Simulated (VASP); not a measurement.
FeO: single point with LDA+U

The system is FeO.

```xyz
2
Lattice="0.0000 2.1554 2.1554 2.1554 0.0000 2.1554 2.1554 2.1554 0.0000" Properties=species:S:1:pos:R:3 pbc="T T T"
Fe    0.0000    0.0000    0.0000
O     2.1554    2.1554    2.1554
```

```
Program                : VASP 6.6.1
Task                   : single point
Functional             : LDA
Potentials or basis    : VASP PAW LDA potentials, release 64 (Fe, O)
Cutoff                 : 520 eV
k mesh                 : 8 × 8 × 8
Occupations            : gaussian, width 0.05 eV
Spin                   : collinear spin, ferromagnetic start
Starting moments       : [3.81, 0.25] μB
Hubbard terms          : Fe d U = 5.0 eV, J = 0.9 eV
Dipole correction      : no
LDAUTYPE               : 1
Hund's J               : 0.9
Further INCAR settings : ALGO = Normal; EDIFF = 1e-07; NBANDS = 18
```

* Pressure: -15.7 GPa
* Band gap on the k mesh: zero (filled and empty bands overlap)
* Net moment: 4.00 μB per cell
* Site moments: Fe +3.79; O +0.21 μB
* Valence electrons inside the program's atomic spheres: Fe 6.77; O 4.97

Levels at points of the mesh, in eV from the Fermi level:
Spin up:
```tsv
k point	band 7	band 8	band 9	band 10	band 11	band 12
(0.00, 0.00, 0.00)	-3.94	-3.94	-3.94	-0.15	14.98	15.20
(0.50, 0.00, 0.00)	-4.32	-1.64	-1.64	3.68	8.05	12.00
(0.50, 0.50, 0.00)	-5.15	-5.08	-5.08	4.78	8.41	9.20
```
Spin down:
```tsv
k point	band 3	band 4	band 5	band 6	band 7	band 8
(0.00, 0.00, 0.00)	-3.50	-3.50	-0.77	-0.77	-0.77	0.55
(0.50, 0.00, 0.00)	-5.11	-5.11	0.40	0.40	0.55	3.34
(0.50, 0.50, 0.00)	-4.69	-4.69	-2.17	0.74	0.74	1.53
```

Eigenvalues of the final occupation matrices:
```tsv
site	spin	trace	eigenvalues
site 1 d	1	4.93	0.97 0.97 0.97 1.02 1.02
site 1 d	2	1.19	0.12 0.12 0.32 0.32 0.32
```

It took 7.7 s on 1 thread of Intel(R) Xeon(R) 6975P-C (Granite Rapids), on a shared host, peak memory 0.14 GiB.

Caveat: a cell with one magnetic atom can't hold antiferromagnetic order, which such compounds often take. The state reached can hang on the start; a lower one may exist.
